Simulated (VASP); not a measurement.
# Pd (Im-3m) in VASP: notebook

Runs on Pd. Level: PBEsol. Tasks: single point.

Everything below comes from runs of VASP 6.6.1. Logs are shortened: lines on timing, memory, paths and dates and some standing lists are left out, and cuts for length are marked.

## 1. The cell of the first run

Symmetry: Im-3m, No. 229, cubic system. Conventional cell: a = 2.972 Å, b = 2.972 Å, c = 2.972 Å, α = 90.00°, β = 90.00°, γ = 90.00°. Pd (site symmetry m-3m) has 14 Pd at 2.57 to 2.97 Å within 3.4 Å.

## 2. Single point, PBEsol

Input file INCAR:

```
SYSTEM = Pd
PREC = Accurate
ENCUT = 500
EDIFF = 1E-6
ISMEAR = -1
SIGMA = 0.05
LREAL = .False.
LASPH = .True.
NELM = 120
ALGO = Normal
ISIF = 2
LWAVE = .False.
LCHARG = .True.
GGA = PS
LELF = .True.
LVHAR = .True.
NBANDS = 11
GGA_COMPAT = .False.
```

Input file KPOINTS:

```
regular mesh
0
Gamma
  11 11 11
  0 0 0
```

Input file POSCAR:

```
Pd
1.0
    1.4861345043      1.4861345043      1.4861345043
   -1.4861345043      1.4861345043      1.4861345043
   -1.4861345043     -1.4861345043      1.4861345043
Pd
1
Direct
    0.0000000000      0.0000000000      0.0000000000
```

Potentials or basis: VASP PAW PBE potentials, release 64 (Pd).

Launch:

```bash
cat potpaw_PBE.64/Pd/POTCAR > POTCAR
mpirun -np 1 vasp_std > vasp.out
```

OUTCAR:

```text
SYSTEM = Pd
   PREC = Accurate
   ENCUT = 500
   EDIFF = 1E-6
   ISMEAR = -1
   LREAL = .False.
   LASPH = .True.
   NELM = 120
   ISIF = 2
   GGA = PS

 ion  position               nearest neighbor table
   1  0.000  0.000  0.000-

  LATTYP: Found a body centered cubic cell.
 ALAT       =     2.9722690086

  Lattice vectors:

 A1 = (   1.4861345043,  -1.4861345043,  -1.4861345043)
 A2 = (   1.4861345043,   1.4861345043,   1.4861345043)
 A3 = (  -1.4861345043,  -1.4861345043,   1.4861345043)

Analysis of symmetry for initial positions (statically):
=====================================================================
 Subroutine PRICEL returns:
 Original cell was already a primitive cell.

 Routine SETGRP: Setting up the symmetry group for a
 body centered cubic supercell.

 Subroutine GETGRP returns: Found 48 space group operations
 (whereof 48 operations were pure point group operations)
 out of a pool of 48 trial point group operations.

The static configuration has the point symmetry O_h .

Analysis of symmetry for dynamics (positions and initial velocities):
=====================================================================
 Subroutine PRICEL returns:
 Original cell was already a primitive cell.

 Routine SETGRP: Setting up the symmetry group for a
 body centered cubic supercell.

 Subroutine GETGRP returns: Found 48 space group operations
 (whereof 48 operations were pure point group operations)
 out of a pool of 48 trial point group operations.

The dynamic configuration has the point symmetry O_h .

 Subroutine INISYM returns: Found 48 space group operations
 (whereof 48 operations are pure point group operations),
 and found     1 'primitive' translations

----------------------------------------------------------------------------------------

                                     Primitive cell

  volume of cell :      13.1291

  direct lattice vectors                    reciprocal lattice vectors
     1.486134504  1.486134504  1.486134504     0.336443302  0.000000000  0.336443302
    -1.486134504  1.486134504  1.486134504    -0.336443302  0.336443302  0.000000000
    -1.486134504 -1.486134504  1.486134504     0.000000000 -0.336443302  0.336443302

  length of vectors
     2.574060468  2.574060468  2.574060468     0.475802681  0.475802681  0.475802681

  position of ions in fractional coordinates (direct lattice)
     0.000000000  0.000000000  0.000000000

  ion indices of the primitive-cell ions
   primitive index   ion index
                 1           1

----------------------------------------------------------------------------------------

 KPOINTS: regular mesh

Automatic generation of k-mesh.
 Grid dimensions read from file:
 generate k-points for:   11   11   11

 Generating k-lattice:

  Cartesian coordinates                     Fractional coordinates (reciprocal lattice)
     0.030585755  0.000000000  0.030585755     0.090909091  0.000000000  0.000000000
    -0.030585755  0.030585755  0.000000000     0.000000000  0.090909091  0.000000000
     0.000000000 -0.030585755  0.030585755     0.000000000  0.000000000  0.090909091

  Length of vectors
     0.043254789  0.043254789  0.043254789

  Shift w.r.t. Gamma in fractional coordinates (k-lattice)
     0.000000000  0.000000000  0.000000000

 Subroutine IBZKPT returns following result:
 ===========================================

 Found     56 irreducible k-points:

 Following reciprocal coordinates:
            Coordinates               Weight
  0.000000  0.000000  0.000000      1.000000
  0.090909  0.000000  0.000000     12.000000
  0.181818  0.000000  0.000000     12.000000
  0.272727  0.000000  0.000000     12.000000
  0.363636  0.000000  0.000000     12.000000
  0.454545  0.000000  0.000000     12.000000
[... 16 lines left out ...]
  0.363636  0.181818  0.090909     48.000000
  0.454545  0.181818  0.090909     48.000000
 [... further k-points ...]
   k-points           NKPTS =     56   k-points in BZ     NKDIM =     56   number of bands    NBANDS=     11
   number of dos      NEDOS =    301   number of ions     NIONS =      1
   total plane-waves  NPLWV =   8000
   dimension x,y,z NGX =    20 NGY =   20 NGZ =   20
   dimension x,y,z NGXF=    40 NGYF=   40 NGZF=   40
   ions per type =               1
   NGX,Y,Z   is equivalent  to a cutoff of  12.92, 12.92, 12.92 a.u.
   NGXF,Y,Z  is equivalent  to a cutoff of  25.83, 25.83, 25.83 a.u.
 SYSTEM =  Pd
   PREC   = accura    normal or accurate (medium, high low for compatibility)
   ISTART =      0    job   : 0-new  1-cont  2-samecut
   ICHARG =      2    charge: 1-file 2-atom 10-const
   ISPIN  =      1    spin polarized calculation?
   LNONCOLLINEAR =      F non collinear calculations
   LSORBIT =      F    spin-orbit coupling
   LASPH  =      T    aspherical Exc in radial PAW
   ENCUT  =  500.0 eV  36.75 Ry    6.06 a.u.   4.69  4.69  4.69*2*pi/ulx,y,z
   NELM   =    120;   NELMIN=  2; NELMDL= -5     # of ELM steps
   EDIFF  = 0.1E-05   stopping-criterion for ELM
   LREAL  =      F    real-space projection
   EDIFFG = 0.1E-04   stopping-criterion for IOM
   NSW    =      0    number of steps for IOM
   IBRION =     -1    ionic relax: 0-MD 1-quasi-New 2-CG
   NFREE  =      0    steps in history (QN), initial steepest desc. (CG)
   ISIF   =      2    stress and relaxation
   ISYM   =      2    0-nonsym 1-usesym 2-fastsym
   POTIM  = 0.5000    time-step for ionic-motion
   TEBEG  =    0.0;   TEEND  =   0.0 temperature during run
   PSTRESS=    0.0 pullay stress
   NELECT =      10.0000    total number of electrons
   NUPDOWN=      -1.0000    fix difference up-down
   EMIN   =  10.00;   EMAX   =-10.00  energy-range for DOS
   EFERMI =   0.00;   METHOD = LEGACY
   ISMEAR =    -1;   SIGMA  =   0.05  broadening in eV -4-tet -1-fermi 0-gaus
   EFERMI_NEDOS =   21; number of points for ismear=-14 and -15
   IALGO  =     38    algorithm
   IMIX   =      4    mixing-type and parameters
     AMIX     =   0.40;   BMIX     =  1.00
     AMIX_MAG =   1.60;   BMIX_MAG =  1.00
  volume/ion in A,a.u.               =      13.13        88.60
  Fermi-wavevector in a.u.,A,eV,Ry     =   1.495076  2.825285 30.412469  2.235253
  Thomas-Fermi vector in A             =   2.607267
   LORBIT       =      0    0 simple, 1 ext, 2 COOP (PROOUT), +10 PAW based schemes
   GGA     = PS    functional components
   LHFCALC =     F    Hartree Fock is set to
   AEXX    =    0.0000 exact exchange contribution
   IVDW    =     0    specifies the selected vdW correction
   LEPSILON=     F    determine dielectric tensor
   LRPA    =     F    only Hartree local field effects (RPA)
 non-spin polarized calculation
  energy-cutoff  :      500.00
  volume of cell :       13.13
 maximum number of plane-waves:       342
   NGX =  9   NGY =  9   NGZ =  9

 number of electron      10.0000004 magnetization

 Free energy of the ion-electron system (eV)
  ---------------------------------------------------
  ext. energy  EPLUGINS =         0.00000000
  ---------------------------------------------------
  free energy    TOTEN  =        -5.77616619 eV

  energy without entropy =       -5.76386411  energy(sigma->0) =       -5.77001515

 E-fermi :  11.6885     XC(G=0): -14.1092

 val. band max:       11.6684153893   @ k =   0.4545   0.3636   0.2727
 cond. band min:      11.7161974339   @ k =   0.0909   0.3636   0.0909
 fundamental gap:      0.0477820446
 Fermi energy:        11.6884850777

 k-point     1 :       0.0000    0.0000    0.0000
  band No.  band energies     occupation
      1       3.5443      2.00000
      2       8.1581      2.00000
      3       8.1581      2.00000
      4       8.1581      2.00000
      5      10.5606      2.00000
      6      10.5606      2.00000
      7      31.2173      0.00000
      8      31.2173      0.00000
      9      31.2173      0.00000
     10      37.5396      0.00000
     11      41.2088      0.00000

 k-point     2 :       0.0909    0.0000    0.0000
  band No.  band energies     occupation
      1       3.8927      2.00000
      2       8.0264      2.00000
      3       8.1581      2.00000
      4       8.4277      2.00000
      5      10.4077      2.00000
      6      10.5706      2.00000
      7      31.2054      0.00000
      8      31.3010      0.00000
      9      31.6938      0.00000
     10      37.5135      0.00000
     11      38.9920      0.00000

 k-point     3 :       0.1818    0.0000    0.0000
  band No.  band energies     occupation
      1       4.7958      2.00000
      2       7.6885      2.00000
      3       8.1762      2.00000
      4       9.1958      2.00000
      5      10.1776      2.00000
      6      10.6098      2.00000
      7      30.2605      0.00000
      8      30.9286      0.00000
      9      33.0102      0.00000
     10      37.3523      0.00000
     11      37.6887      0.00000

 k-point     4 :       0.2727    0.0000    0.0000
  band No.  band energies     occupation
      1       5.5807      2.00000
      2       7.2753      2.00000
      3       8.7198      2.00000
      4      10.1906      2.00000
      5      10.3259      2.00000
      6      10.6891      2.00000
      7      27.4553      0.00000
      8      29.5093      0.00000
      9      34.8402      0.00000
     10      35.6365      0.00000
     11      37.2819      0.00000

 k-point     5 :       0.3636    0.0000    0.0000
  band No.  band energies     occupation
      1       5.5818      2.00000
      2       6.9206      2.00000
      3      10.1943      2.00000
      4      10.6488      2.00000
      5      10.7925      2.00000
      6      11.5416      1.89941
      7      23.9531      0.00000
      8      28.0048      0.00000
      9      32.7130      0.00000
     10      36.6571      0.00000
     11      37.3643      0.00000

 k-point     6 :       0.4545    0.0000    0.0000
  band No.  band energies     occupation
      1       5.3886      2.00000
      2       6.7196      2.00000
      3      10.4671      2.00000
      4      10.8693      2.00000
      5      12.3839      0.00000
      6      12.4610      0.00000
      7      21.1782      0.00000
      8      27.1289      0.00000
      9      30.9761      0.00000
     10      37.4158      0.00000
     11      37.8058      0.00000

 k-point     7 :       0.1818    0.0909    0.0000
  band No.  band energies     occupation
      1       4.5341      2.00000
      2       7.8820      2.00000
      3       7.9948      2.00000
      4       9.0180      2.00000
      5      10.1766      2.00000
      6      10.6342      2.00000
      7      30.7576      0.00000
      8      31.4429      0.00000
      9      32.2057      0.00000
     10      37.1376      0.00000
     11      37.7602      0.00000

 k-point     8 :       0.2727    0.0909    0.0000
  band No.  band energies     occupation
      1       5.4995      2.00000
      2       7.5252      2.00000
      3       7.9893      2.00000
      4      10.0198      2.00000
      5      10.1160      2.00000
      6      10.7648      2.00000
      7      29.1018      0.00000
      8      30.0754      0.00000
      9      33.4649      0.00000
     10      35.2292      0.00000
     11      37.5647      0.00000
[... 141 lines left out ...]
 k-point    19 :       0.2727    0.0909    0.0909
  band No.  band energies     occupation
      1       5.8748      2.00000
      2       7.5464      2.00000
      3       8.4486      2.00000
      4       9.7330      2.00000
      5      10.2546      2.00000
      6      11.1974      1.99989
      7      27.6579      0.00000
      8      29.6826      0.00000
      9      33.2141      0.00000
     10      36.4452      0.00000
     11      37.4213      0.00000

 k-point    20 :       0.3636    0.0909    0.0909
  band No.  band energies     occupation
      1       5.8469      2.00000
      2       7.2083      2.00000
      3       9.0880      2.00000
      4      10.1898      2.00000
      5      11.4850      1.96642
      6      12.1162      0.00039
      7      24.1163      0.00000
      8      28.3670      0.00000
      9      31.4751      0.00000
     10      37.2816      0.00000
     11      37.4852      0.00000

 k-point    21 :       0.4545    0.0909    0.0909
  band No.  band energies     occupation
      1       5.6286      2.00000
      2       7.0159      2.00000
      3       9.5672      2.00000
      4      10.2257      2.00000
      5      12.3417      0.00000
      6      13.8636      0.00000
      7      21.2085      0.00000
      8      27.5994      0.00000
      9      29.9974      0.00000
     10      37.4568      0.00000
     11      37.7715      0.00000

 k-point    22 :       0.2727    0.1818    0.0909
  band No.  band energies     occupation
      1       5.9609      2.00000
      2       7.9248      2.00000
      3       8.0553      2.00000
      4       9.3382      2.00000
      5       9.9768      2.00000
      6      11.2967      1.99921
      7      29.4305      0.00000
      8      29.4428      0.00000
      9      33.1525      0.00000
     10      34.7538      0.00000
     11      37.1465      0.00000

 k-point    23 :       0.3636    0.1818    0.0909
  band No.  band energies     occupation
      1       6.3284      2.00000
      2       7.5267      2.00000
      3       8.2985      2.00000
      4       9.6476      2.00000
      5      10.9310      2.00000
      6      12.3283      0.00001
      7      26.1022      0.00000
      8      28.1700      0.00000
      9      32.1780      0.00000
     10      34.5930      0.00000
     11      37.4249      0.00000

 k-point    24 :       0.4545    0.1818    0.0909
  band No.  band energies     occupation
      1       6.1042      2.00000
      2       7.3395      2.00000
      3       8.6218      2.00000
      4      10.0057      2.00000
      5      11.6463      1.39845
      6      14.3761      0.00000
      7      22.6455      0.00000
      8      27.0232      0.00000
      9      30.5771      0.00000
     10      35.7939      0.00000
     11      37.4705      0.00000

 [... further k-points ...]
[... 5 lines left out ...]
  --------------------------------------------------------------------------------------
  -------------------------------------------------------------------------------------
  Total        2.4201068      2.4201068      2.4201068     -0.0000000      0.0000000      0.0000000
  in kB      295.3321839    295.3321839    295.3321839     -0.0000000      0.0000000      0.0000000
  external PRESSURE =     295.3321839 kB  Pullay stress =       0.0000000 kB

 VOLUME and BASIS-vectors are now :
 -----------------------------------------------------------------------------
  energy-cutoff  :      500.00
  volume of cell :       13.13
      direct lattice vectors                 reciprocal lattice vectors
     1.486134504  1.486134504  1.486134504     0.336443302  0.000000000  0.336443302
    -1.486134504  1.486134504  1.486134504    -0.336443302  0.336443302  0.000000000
    -1.486134504 -1.486134504  1.486134504     0.000000000 -0.336443302  0.336443302

 POSITION                                       TOTAL-FORCE (eV/Angst)
 -----------------------------------------------------------------------------------
      0.00000      0.00000      0.00000         0.000000      0.000000     -0.000000
 -----------------------------------------------------------------------------------
    total drift:                               -0.000000      0.000000      0.000000

  FREE ENERGIE OF THE ION-ELECTRON SYSTEM (eV)
  ---------------------------------------------------
  free  energy   TOTEN  =        -5.7761661913 eV

  energy  without entropy=       -5.7638641068  energy(sigma->0) =       -5.77001515
```

Wall time 13 s (1 thread of Intel Xeon 8259CL, shared host); peak memory 0.13 GiB.

Results:

* Free energy: -5.7762 eV
* Pressure: 29.5 GPa
* Band gap on the k mesh: zero (band 5 reaches 12.38 eV, above the bottom of band 6 at 10.42 eV)

Levels at points of the mesh, in eV from the Fermi level:
```tsv
k point	band 1	band 2	band 3	band 4	band 5	band 6	band 7	band 8	band 9	band 10
(0.00, 0.00, 0.00)	-8.14	-3.53	-3.53	-3.53	-1.13	-1.13	19.53	19.53	19.53	25.85
```

Caveat: the PAW data sets were made with another functional, which shifts forces and pressure a little.

## 3. Single point, PBEsol

This run uses another cell than the first one, of 12.62 Å³/atom, 0.961 times its volume.

Input file INCAR:

```
SYSTEM = Pd
ALGO = Normal ; EDIFF = 1E-6
ENCUT = 500 ; GGA = PS
GGA_COMPAT = .False. ; ISIF = 2
ISMEAR = -1 ; LASPH = .True.
LCHARG = .False. ; LREAL = .False.
LWAVE = .False. ; NBANDS = 11
NELM = 120 ; PREC = Accurate
SIGMA = 0.05
```

Input file KPOINTS:

```
k-points
0
Gamma
  11 11 11
  0 0 0
```

Input file POSCAR:

```
Pd
1.0
    1.4667703950      1.4667703950      1.4667703950
   -1.4667703950      1.4667703950      1.4667703950
   -1.4667703950     -1.4667703950      1.4667703950
Pd
1
Direct
    0.0000000000      0.0000000000      0.0000000000
```

Potentials or basis: VASP PAW PBE potentials, release 64 (Pd).

Launch:

```bash
cat potpaw_PBE.64/Pd/POTCAR > POTCAR
mpirun -np 1 vasp_std > vasp.out
```

Wall time 13 s (1 thread of Intel Xeon 8259CL, shared host); peak memory 0.13 GiB.

Results (log left out):

```yaml
Free_energy: -5.6599 eV
Pressure: 44.5 GPa
Band_gap_on_the_k_mesh: zero (band 5 reaches 13.17 eV, above the bottom of band 6 at 11.11 eV)
```

Levels at points of the mesh, in eV from the Fermi level:
```tsv
k point	band 2	band 3	band 4	band 5	band 6	band 7	band 8	band 9
(0.00, 0.00, 0.00)	-3.75	-3.75	-3.75	-1.20	-1.20	19.56	19.56	19.56
```

Caveat: the PAW data sets were made with another functional, which shifts forces and pressure a little.
